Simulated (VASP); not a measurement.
# FeSi in VASP: further runs

Aim: see how the results for FeSi move with the level of theory and the settings. Levels: PBEsol, r2SCAN. Tasks: single point.

All numbers are computed with VASP 6.6.1; they aren't measurements. Logs are shortened: lines on timing, memory, paths and dates and some standing lists are left out, and cuts for length are marked.

## 1. The cell of the first run

It takes space group P2_13 (No. 198, cubic). Conventional cell: a = 4.640 Å, b = 4.640 Å, c = 4.640 Å, α = 90.00°, β = 90.00°, γ = 90.00°. Within 3.1 Å of Fe (site symmetry 3) lie 7 Si at 2.36 to 2.60 Å and 6 Fe at 2.85 Å. Si (site symmetry 3) has 7 Fe at 2.36 to 2.60 Å and 6 Si at 2.87 Å within 3.1 Å.

## 2. Single point, PBEsol, collinear spin, ferromagnetic start (volume scaled by 1.06)

INCAR reads:

```
SYSTEM = FeSi
PREC     = Accurate       ! precision mode
ENCUT    = 520            ! plane-wave cutoff, eV
EDIFF    = 1E-6           ! SCF threshold, eV
ISMEAR   = -1             ! smearing method
SIGMA    = 0.05           ! smearing width, eV
LREAL    = .FALSE.        ! projectors in reciprocal space
LASPH    = .TRUE.         ! aspherical terms in the spheres
NELM     = 150            ! most SCF steps
ALGO     = Normal         ! electronic algorithm
ISIF     = 2              ! what is computed and relaxed
LWAVE    = .FALSE.        ! write WAVECAR
LCHARG   = .FALSE.        ! write CHGCAR
ISPIN    = 2              ! spin polarisation
MAGMOM   = 3 3 3 3 0 0 0 0 ! initial moments
LORBIT   = 11             ! projections on sites
LMAXMIX  = 4              ! l up to which the mixer works
GGA      = PS             ! functional
NBANDS   = 38             ! bands
```

KPOINTS reads:

```
Automatic mesh
0
G
  6 6 6
  0 0 0
```

POSCAR reads:

```
FeSi
1.0
    4.6399520710      0.0000000000      0.0000000000
    0.0000000000      4.6399520710      0.0000000000
    0.0000000000      0.0000000000      4.6399520710
Fe Si
4 4
Direct
    0.8634800000      0.6365200000      0.3634800000
    0.6365200000      0.3634800000      0.8634800000
    0.3634800000      0.8634800000      0.6365200000
    0.1365200000      0.1365200000      0.1365200000
    0.1576000000      0.3424000000      0.6576000000
    0.3424000000      0.6576000000      0.1576000000
    0.6576000000      0.1576000000      0.3424000000
    0.8424000000      0.8424000000      0.8424000000
```

Potentials or basis: VASP PAW PBE potentials, release 64 (Fe, Si).

Launch:

```sh
> cat potpaw_PBE.64/Fe/POTCAR potpaw_PBE.64/Si/POTCAR > POTCAR
> mpirun -np 1 vasp_std > vasp.out
```

OUTCAR:

```text
SYSTEM = FeSi
   PREC = Accurate
   ENCUT = 520
   EDIFF = 1E-6
   ISMEAR = -1
   LREAL = .FALSE.
   LASPH = .TRUE.
   NELM = 150
   ISIF = 2
   ISPIN = 2
   LORBIT = 11
   GGA = PS

 ion  position               nearest neighbor table
   1  0.863  0.637  0.363-   5 2.36   6 2.42   8 2.42   7 2.42   7 2.60   8 2.60   6 2.60   2 2.85
                             2 2.85   4 2.85   4 2.85   3 2.85   3 2.85
   2  0.637  0.363  0.863-   6 2.36   5 2.42   7 2.42   8 2.42   7 2.60   8 2.60   5 2.60   1 2.85
                             1 2.85   4 2.85   3 2.85   3 2.85   4 2.85
   3  0.363  0.863  0.637-   7 2.36   6 2.42   8 2.42   5 2.42   6 2.60   5 2.60   8 2.60   4 2.85
                             4 2.85   2 2.85   1 2.85   1 2.85   2 2.85
   4  0.137  0.137  0.137-   8 2.36   7 2.42   5 2.42   6 2.42   6 2.60   5 2.60   7 2.60   3 2.85
                             3 2.85   1 2.85   2 2.85   1 2.85   2 2.85
   5  0.158  0.342  0.658-   1 2.36   2 2.42   4 2.42   3 2.42   3 2.60   4 2.60   2 2.60   8 2.87
                             6 2.87   6 2.87   8 2.87   7 2.87   7 2.87
   6  0.342  0.658  0.158-   2 2.36   1 2.42   3 2.42   4 2.42   3 2.60   4 2.60   1 2.60   8 2.87
                             5 2.87   5 2.87   7 2.87   7 2.87   8 2.87
   7  0.658  0.158  0.342-   3 2.36   2 2.42   4 2.42   1 2.42   2 2.60   1 2.60   4 2.60   8 2.87
                             8 2.87   5 2.87   6 2.87   6 2.87   5 2.87
   8  0.842  0.842  0.842-   4 2.36   3 2.42   1 2.42   2 2.42   2 2.60   1 2.60   3 2.60   5 2.87
                             6 2.87   7 2.87   7 2.87   5 2.87   6 2.87

  LATTYP: Found a simple cubic cell.
 ALAT       =     4.6399520710

  Lattice vectors:

 A1 = (   4.6399520710,   0.0000000000,   0.0000000000)
 A2 = (   0.0000000000,   4.6399520710,   0.0000000000)
 A3 = (   0.0000000000,   0.0000000000,   4.6399520710)

Analysis of symmetry for initial positions (statically):
=====================================================================
 Subroutine PRICEL returns:
 Original cell was already a primitive cell.

 Routine SETGRP: Setting up the symmetry group for a
 simple cubic supercell.

 Subroutine GETGRP returns: Found 12 space group operations
 (whereof  3 operations were pure point group operations)
 out of a pool of 48 trial point group operations.

The static configuration has the point symmetry C_3 .
 The point group associated with its full space group is T   .

Analysis of symmetry for dynamics (positions and initial velocities):
=====================================================================
 Subroutine PRICEL returns:
 Original cell was already a primitive cell.

 Routine SETGRP: Setting up the symmetry group for a
 simple cubic supercell.

 Subroutine GETGRP returns: Found 12 space group operations
 (whereof  3 operations were pure point group operations)
 out of a pool of 48 trial point group operations.

The dynamic configuration has the point symmetry C_3 .
 The point group associated with its full space group is T   .

Analysis of structural, dynamic, and magnetic symmetry:
=====================================================================
 Subroutine PRICEL returns:
 Original cell was already a primitive cell.

 Routine SETGRP: Setting up the symmetry group for a
 simple cubic supercell.

 Subroutine GETGRP returns: Found 12 space group operations
 (whereof  3 operations were pure point group operations)
 out of a pool of 48 trial point group operations.

The overall configuration has the point symmetry C_3 .
 The point group associated with its full space group is T   .

 Subroutine INISYM returns: Found 12 space group operations
 (whereof  3 operations are pure point group operations),
 and found     1 'primitive' translations

----------------------------------------------------------------------------------------

                                     Primitive cell

  volume of cell :      99.8942

  direct lattice vectors                    reciprocal lattice vectors
     4.639952071  0.000000000  0.000000000     0.215519468  0.000000000  0.000000000
     0.000000000  4.639952071  0.000000000     0.000000000  0.215519468  0.000000000
     0.000000000  0.000000000  4.639952071     0.000000000  0.000000000  0.215519468

  length of vectors
     4.639952071  4.639952071  4.639952071     0.215519468  0.215519468  0.215519468

  position of ions in fractional coordinates (direct lattice)
     0.863480000  0.636520000  0.363480000
     0.636520000  0.363480000  0.863480000
[... 80 lines left out ...]
   ISTART =      0    job   : 0-new  1-cont  2-samecut
   ICHARG =      2    charge: 1-file 2-atom 10-const
   ISPIN  =      2    spin polarized calculation?
   LNONCOLLINEAR =      F non collinear calculations
   LSORBIT =      F    spin-orbit coupling
   LASPH  =      T    aspherical Exc in radial PAW
   ENCUT  =  520.0 eV  38.22 Ry    6.18 a.u.   8.63  8.63  8.63*2*pi/ulx,y,z
   NELM   =    150;   NELMIN=  2; NELMDL= -5     # of ELM steps
   EDIFF  = 0.1E-05   stopping-criterion for ELM
   LREAL  =      F    real-space projection
   EDIFFG = 0.1E-04   stopping-criterion for IOM
   NSW    =      0    number of steps for IOM
   IBRION =     -1    ionic relax: 0-MD 1-quasi-New 2-CG
   NFREE  =      0    steps in history (QN), initial steepest desc. (CG)
   ISIF   =      2    stress and relaxation
   ISYM   =      2    0-nonsym 1-usesym 2-fastsym
   POTIM  = 0.5000    time-step for ionic-motion
   TEBEG  =    0.0;   TEEND  =   0.0 temperature during run
   PSTRESS=    0.0 pullay stress
   NELECT =      48.0000    total number of electrons
   NUPDOWN=      -1.0000    fix difference up-down
   EMIN   =  10.00;   EMAX   =-10.00  energy-range for DOS
   EFERMI =   0.00;   METHOD = LEGACY
   ISMEAR =    -1;   SIGMA  =   0.05  broadening in eV -4-tet -1-fermi 0-gaus
   EFERMI_NEDOS =   21; number of points for ismear=-14 and -15
   IALGO  =     38    algorithm
   IMIX   =      4    mixing-type and parameters
     AMIX     =   0.40;   BMIX     =  1.00
     AMIX_MAG =   1.60;   BMIX_MAG =  1.00
  volume/ion in A,a.u.               =      12.49        84.26
  Fermi-wavevector in a.u.,A,eV,Ry     =   1.282257  2.423114 22.370468  1.644183
  Thomas-Fermi vector in A             =   2.414579
   LORBIT       =     11    0 simple, 1 ext, 2 COOP (PROOUT), +10 PAW based schemes
   GGA     = PS    functional components
   LHFCALC =     F    Hartree Fock is set to
   AEXX    =    0.0000 exact exchange contribution
   IVDW    =     0    specifies the selected vdW correction
   LEPSILON=     F    determine dielectric tensor
   LRPA    =     F    only Hartree local field effects (RPA)
 spin polarized calculation
  energy-cutoff  :      520.00
  volume of cell :       99.89
 maximum number of plane-waves:      2730
 NGX is ok and might be reduce to    36
   NGX = 17   NGY = 17   NGZ = 17

 number of electron      48.0000000 magnetization      12.0000000

 number of electron      47.9999987 magnetization       4.0216054

 Free energy of the ion-electron system (eV)
  ---------------------------------------------------
  ext. energy  EPLUGINS =         0.00000000
  ---------------------------------------------------
  free energy    TOTEN  =       -62.54274413 eV

  energy without entropy =      -62.48535811  energy(sigma->0) =      -62.51405112

 E-fermi :   8.2211     XC(G=0): -12.2797

 val. band max:        8.2191246221   @ k =  -0.1667   0.3333   0.0000
 cond. band min:       8.2291496265   @ k =   0.1667   0.0000   0.0000
 fundamental gap:      0.0100250044
 Fermi energy:         8.2210562511

 spin component 1

 k-point     1 :       0.0000    0.0000    0.0000
  band No.  band energies     occupation
      1      -4.1754      1.00000
      2       0.7164      1.00000
      3       0.7164      1.00000
      4       0.7164      1.00000
      5       3.4404      1.00000
      6       3.4404      1.00000
[... 925 lines left out ...]
     35      13.4811      0.00000
     36      13.4811      0.00000
 Fermi energy:         8.2210562511

 spin component 2

 k-point     1 :       0.0000    0.0000    0.0000
  band No.  band energies     occupation
      1      -4.2253      1.00000
      2       0.7241      1.00000
      3       0.7241      1.00000
      4       0.7241      1.00000
      5       3.5672      1.00000
      6       3.5672      1.00000
[... 925 lines left out ...]
     35      13.6456      0.00000
     36      13.6456      0.00000
 [bands above 36 left out]

------------------------ aborting loop because EDIFF is reached ----------------------------------------

  FORCE on cell =-STRESS in cart. coord.  units (eV):
  Direction    XX          YY          ZZ          XY          YZ          ZX
  --------------------------------------------------------------------------------------
  -------------------------------------------------------------------------------------
  Total      -15.0247362    -15.0247362    -15.0247362      0.0000000      0.0000000      0.0000000
  in kB     -240.9777553   -240.9777553   -240.9777553      0.0000000      0.0000000      0.0000000
  external PRESSURE =    -240.9777553 kB  Pullay stress =       0.0000000 kB

 VOLUME and BASIS-vectors are now :
 -----------------------------------------------------------------------------
  energy-cutoff  :      520.00
  volume of cell :       99.89
      direct lattice vectors                 reciprocal lattice vectors
     4.639952071  0.000000000  0.000000000     0.215519468  0.000000000  0.000000000
     0.000000000  4.639952071  0.000000000     0.000000000  0.215519468  0.000000000
     0.000000000  0.000000000  4.639952071     0.000000000  0.000000000  0.215519468

 POSITION                                       TOTAL-FORCE (eV/Angst)
 -----------------------------------------------------------------------------------
      4.00651      2.95342      1.68653         0.139165     -0.139165      0.139165
      2.95342      1.68653      4.00651        -0.139165      0.139165      0.139165
      1.68653      4.00651      2.95342         0.139165      0.139165     -0.139165
      0.63345      0.63345      0.63345        -0.139165     -0.139165     -0.139165
      0.73126      1.58872      3.05123        -0.010112      0.010112     -0.010112
      1.58872      3.05123      0.73126         0.010112     -0.010112     -0.010112
      3.05123      0.73126      1.58872        -0.010112     -0.010112      0.010112
      3.90870      3.90870      3.90870         0.010112      0.010112      0.010112
 -----------------------------------------------------------------------------------
    total drift:                               -0.000001     -0.000001     -0.000000

  FREE ENERGIE OF THE ION-ELECTRON SYSTEM (eV)
  ---------------------------------------------------
  free  energy   TOTEN  =       -62.5427441260 eV

  energy  without entropy=      -62.4853581114  energy(sigma->0) =      -62.51405112

 total charge

# of ion       s       p       d       tot
------------------------------------------
    1        0.392   0.525   6.430   7.348
    2        0.392   0.525   6.430   7.348
    3        0.392   0.525   6.430   7.348
    4        0.392   0.525   6.430   7.348
    5        0.738   0.824   0.000   1.562
    6        0.738   0.824   0.000   1.562
    7        0.738   0.824   0.000   1.562
    8        0.738   0.824   0.000   1.562
--------------------------------------------------
tot          4.521   5.398  25.720  35.639

 magnetization (x)

# of ion       s       p       d       tot
------------------------------------------
    1       -0.001  -0.003   1.120   1.117
    2       -0.001  -0.003   1.120   1.117
    3       -0.001  -0.003   1.120   1.117
    4       -0.001  -0.003   1.120   1.117
    5       -0.013  -0.041   0.000  -0.054
    6       -0.013  -0.041   0.000  -0.054
    7       -0.013  -0.041   0.000  -0.054
    8       -0.013  -0.041   0.000  -0.054
--------------------------------------------------
tot         -0.054  -0.175   4.480   4.251
```

Run time: 4.9 min. Hardware: 1 thread of Intel Xeon 8259CL, shared host; peak memory 0.32 GiB.

What came out:

```
Free energy                                           : -62.5427 eV
Pressure                                              : -24.1 GPa
Largest force                                         : 0.241 eV/Å
Band gap on the k mesh                                : zero (filled and empty bands overlap)
Net moment                                            : 4.02 μB per cell
Site moments                                          : Fe +1.12; Si -0.05 μB
Valence electrons inside the program's atomic spheres : Fe 7.35; Si 1.56
```

Forces on the atoms (eV/Å):
```
Fe   0.139 -0.139  0.139
Fe  -0.139  0.139  0.139
Fe   0.139  0.139 -0.139
Fe  -0.139 -0.139 -0.139
Si  -0.010  0.010 -0.010
Si   0.010 -0.010 -0.010
Si  -0.010 -0.010  0.010
Si   0.010  0.010  0.010
```

Caveat: the cell differs from its parent crystal (volume scaled by 1.06); the PAW data sets were made with another functional, which shifts forces and pressure a little.

## 3. Single point, PBEsol, collinear spin, ferromagnetic start

This run uses another cell than the first one, of 10.67 Å³/atom, 0.855 times its volume.

INCAR reads:

```
PREC = Accurate
ENCUT = 520
EDIFF = 1E-6
ISMEAR = -1
SIGMA = 0.05
LREAL = False
LASPH = True
NELM = 150
ALGO = Normal
ISIF = 2
LWAVE = False
LCHARG = False
ISPIN = 2
MAGMOM = 3 3 3 3 0 0 0 0
LORBIT = 11
LMAXMIX = 4
GGA = PS
NBANDS = 38
```

KPOINTS reads:

```
Automatic mesh
0
Gamma
  6 6 6
```

POSCAR reads:

```
FeSi
1.0
    4.4035081109      0.0000000000      0.0000000000
    0.0000000000      4.4035081109      0.0000000000
    0.0000000000      0.0000000000      4.4035081109
Fe Si
4 4
Direct
    0.8629176380      0.6370823620      0.3629176380
    0.6370823620      0.3629176380      0.8629176380
    0.3629176380      0.8629176380      0.6370823620
    0.1370823620      0.1370823620      0.1370823620
    0.1588013230      0.3411986770      0.6588013230
    0.3411986770      0.6588013230      0.1588013230
    0.6588013230      0.1588013230      0.3411986770
    0.8411986770      0.8411986770      0.8411986770
```

Potentials or basis: VASP PAW PBE potentials, release 64 (Fe, Si).

Launch:

```sh
> cat potpaw_PBE.64/Fe/POTCAR potpaw_PBE.64/Si/POTCAR > POTCAR
> mpirun -np 1 vasp_std > vasp.out
```

Run time: 2.8 min. Hardware: 1 thread of Intel Xeon Platinum 8259CL at 2.50GHz (Skylake/Cascade Lake), shared host; peak memory 0.3 GiB.

Results (log left out):

| Property | Result |
| --- | --- |
| Free energy | -63.8353 eV |
| Pressure | 0.6 GPa |
| Largest force | 0.045 eV/Å |
| Band gap on the k mesh | 0.16 eV, indirect (the least direct gap lies 1.8 meV higher) |
| Net moment | 0.00 μB per cell |
| Valence electrons inside the program's atomic spheres | Fe 7.75; Si 1.66 |

Forces in eV/Å, atoms in the order of the input:
```
Fe  -0.026  0.026 -0.026
Fe   0.026 -0.026 -0.026
Fe  -0.026 -0.026  0.026
Fe   0.026  0.026  0.026
Si  -0.003  0.003 -0.003
Si   0.003 -0.003 -0.003
Si  -0.003 -0.003  0.003
Si   0.003  0.003  0.003
```

Levels at points of the mesh, in eV from the valence-band top:
Spin up:
| k point | band 21 | band 22 | band 23 | band 24 | band 25 | band 26 | band 27 | band 28 |
| --- | --- | --- | --- | --- | --- | --- | --- | --- |
| (0.00, 0.00, 0.00) | -0.28 | -0.28 | -0.03 | -0.03 | 0.69 | 0.69 | 0.69 | 3.21 |
| (0.50, 0.00, 0.00) | -0.39 | -0.39 | 0.00 | 0.00 | 0.19 | 0.19 | 1.78 | 1.78 |
| (0.50, 0.50, 0.00) | -1.05 | -1.05 | -0.36 | -0.36 | 0.66 | 0.66 | 1.35 | 1.35 |
| (0.50, 0.50, 0.50) | -0.68 | -0.68 | -0.68 | -0.68 | 0.50 | 0.50 | 0.50 | 0.50 |
Spin down:
| k point | band 22 | band 23 | band 24 | band 25 | band 26 | band 27 |
| --- | --- | --- | --- | --- | --- | --- |
| (0.00, 0.00, 0.00) | -0.28 | -0.03 | -0.03 | 0.69 | 0.69 | 0.69 |
| (0.50, 0.00, 0.00) | -0.39 | 0.00 | 0.00 | 0.19 | 0.19 | 1.78 |
| (0.50, 0.50, 0.00) | -1.05 | -0.36 | -0.36 | 0.66 | 0.66 | 1.35 |
| (0.50, 0.50, 0.50) | -0.68 | -0.68 | -0.68 | 0.50 | 0.50 | 0.50 |

Caveat: the starting moments collapsed, and a magnetic state may lie lower; the PAW data sets were made with another functional, which shifts forces and pressure a little. A k mesh can miss the band edges.

[end of part 1 of 2]
